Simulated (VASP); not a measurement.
BaHfO3:

```
Ba Hf O
1.0
     4.13529    0.00000    0.00000
     0.00000    4.17706    0.00000
     0.00000    0.00000    4.17706
Ba Hf O
1 1 3
Direct
  0.00000 0.00000 0.00000
  0.50000 0.50000 0.50000
  0.50000 0.50000 0.00000
  0.50000 0.00000 0.50000
  0.00000 0.50000 0.50000
```

This cell differs from its parent crystal: uniaxial x strain -1.0%.

Base run:

| Quantity | Value |
| --- | --- |
| Program | VASP 6.6.1 |
| Functional | r2SCAN |
| Potentials or basis | VASP PAW PBE potentials, release 64 (Ba_sv, Hf_pv, O) |
| Cutoff | 520 eV |
| k mesh | 6 × 6 × 6 |
| Occupations | gaussian, width 0.01 eV |
| Spin | no spin polarisation |

Its results: band gap on the k mesh 4.09 eV (least direct gap 4.31 eV); pressure 1.1 GPa.

Problem. The run is repeated on the same cell with these changes: functional from r2SCAN to PBE; occupations from gaussian, width 0.01 eV to fermi-dirac, width 0.02 eV. What comes out?

Solution. Band gap on the k mesh 3.55 eV (least direct gap 3.75 eV); pressure 4.6 GPa.

Caveats: spin-orbit coupling is left out, which moves the levels of the heavy elements; the PAW data sets were made with another functional, which shifts forces and pressure a little (at least some runs); the cell stands under pressure (at least some runs).

A k mesh can miss the band edges.
